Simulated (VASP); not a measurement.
A run of VASP 6.6.1 is set up as follows.

The input INCAR:

```
SYSTEM = Mg3Sn2N2
  PREC = Accurate
  ENCUT = 600
  EDIFF = 1E-6
  ISMEAR = 0
  SIGMA = 0.2
  LREAL = .False.
  LASPH = .True.
  NELM = 100
  ALGO = Normal
  ISIF = 3
  LWAVE = .False.
  LCHARG = .False.
  GGA = PE
  IBRION = 2
  NSW = 36
  EDIFFG = -0.08
```

Contents of KPOINTS:

```
regular mesh
0
Gamma
  4 4 2
  0 0 0
```

POSCAR

```
Mg3Sn2N2
1.0
    4.3435953700      0.0000000000      0.0000000000
   -2.1717976800      3.7616639300      0.0000000000
    0.0000000000      0.0000000000      7.5881615900
Mg Sn N
3 2 2
Direct
    0.0000000000      0.0000000000      0.3500906000
    0.0000000000      0.0000000000      0.6499094000
    0.0000000000      0.0000000000      0.0000000000
    0.3333333300      0.6666666700      0.0000000000
    0.6666666700      0.3333333300      0.0000000000
    0.3333333300      0.6666666700      0.5000000000
    0.6666666700      0.3333333300      0.5000000000
```

Potentials or basis: VASP PAW PBE potentials, release 64 (Mg, Sn_d, N).

Launch:

```console
$ cat potpaw_PBE.64/Mg/POTCAR potpaw_PBE.64/Sn_d/POTCAR potpaw_PBE.64/N/POTCAR > POTCAR
$ mpirun -np 1 vasp_std > vasp.out
```

Task: Predict the relaxed cell.

Result: a = 4.754 Å, b = 4.754 Å, c = 8.625 Å, α = 90.00°, β = 90.00°, γ = 120.00°.

Task: What does it give for the space group after relaxing (to 0.1 Å)?

Result: P6/mmm (No. 191).

Task: Estimate the relaxed volume.

Result: 24.11 Å³/atom.

Task: Estimate the band gap on the k mesh.

Result: Zero (bands 22 and 23 overlap by 0.56 eV).

Forces on the atoms (eV/Å):
```
Mg   0.000  0.000 -0.028
Mg   0.000  0.000  0.028
Mg   0.000  0.000  0.000
Sn   0.000  0.000  0.000
Sn   0.000  0.000  0.000
N    0.000  0.000  0.000
N    0.000  0.000  0.000
```

Caveat: the k points lie up to 0.38 Å⁻¹ apart in the final cell, too coarse for converged energies and pressures of a metal; the volume moved by over 15 % at a fixed basis, so the end points are rough; spin-orbit coupling is left out, which moves the levels of the heavy elements.
